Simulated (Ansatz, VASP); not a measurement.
# Mg: VASP beside Ansatz

INCAR

```
SYSTEM = Mg
PREC = Accurate
ENCUT = 520
EDIFF = 1E-6
ISMEAR = -1
SIGMA = 0.1
LREAL = .False.
LASPH = .True.
NELM = 100
ALGO = Normal
ISIF = 2
LWAVE = .False.
LCHARG = .False.
GGA = PE
NBANDS = 7
```

File KPOINTS:

```
Automatic mesh
0
Gamma
  13 13 13
  0 0 0
```

Contents of POSCAR:

```
Mg
1.0
    2.3996231154      0.0000000000      0.0000000000
    0.0000000000      2.3996231154      0.0000000000
    0.0000000000      0.0000000000      2.3996231154
Mg
1
Direct
    0.0000000000      0.0000000000      0.0000000000
```

Input for Ansatz:

```yaml
crystal:
  lattice:
    - [2.3996231154, 0.0, 0.0]
    - [0.0, 2.3996231154, 0.0]
    - [0.0, 0.0, 2.3996231154]
  atoms:
    - { symbol: Mg, position: [0.0, 0.0, 0.0] }
kpoints:
  mp_grid: { grid: [13, 13, 13] }
  band_path:
    path:
      - [0.0, 0.0, 0.0]
      - [0.0, 0.5, 0.0]
      - [0.5, 0.5, 0.0]
      - [0.0, 0.0, 0.0]
      - [0.5, 0.5, 0.5]
      - [0.0, 0.5, 0.0]
      - [0.5, 0.5, 0.5]
      - [0.5, 0.5, 0.0]
    npoints: 8
scf:
  occupations: { method: fermi_dirac, width: 0.1 }
hamiltonian:
  xc: pbe
  pseudopotentials: { kind: all_electron, lapw: { basis_error: 0.001 } }
output:
  forces: true
  stress: true
  eigenvalues: true
  populations: true
  dos: { projected: true, de: 0.2, e_range: [-14, 8] }
```

Change from the starting cell: volume scaled by 0.5, LAPW.

Alike in both runs: task single point; functional PBE; k mesh 13 × 13 × 13; occupations fermi-dirac, width 0.1 eV; no spin polarisation.

|  | VASP | Ansatz |
| --- | --- | --- |
| version | VASP 6.6.1 | Ansatz 0.2.0 |
| potentials or method | VASP PAW PBE potentials, release 64 (Mg), cutoff 520 eV | all-electron LAPW, scalar-relativistic |

```tsv
	VASP	Ansatz	Ansatz less VASP
pressure (GPa)	58.0	57.5	-0.54
```

Both programs put the cell under a high pressure, so it lies far from rest at this level. Ansatz ran all-electron here, and VASP with PAW potentials.
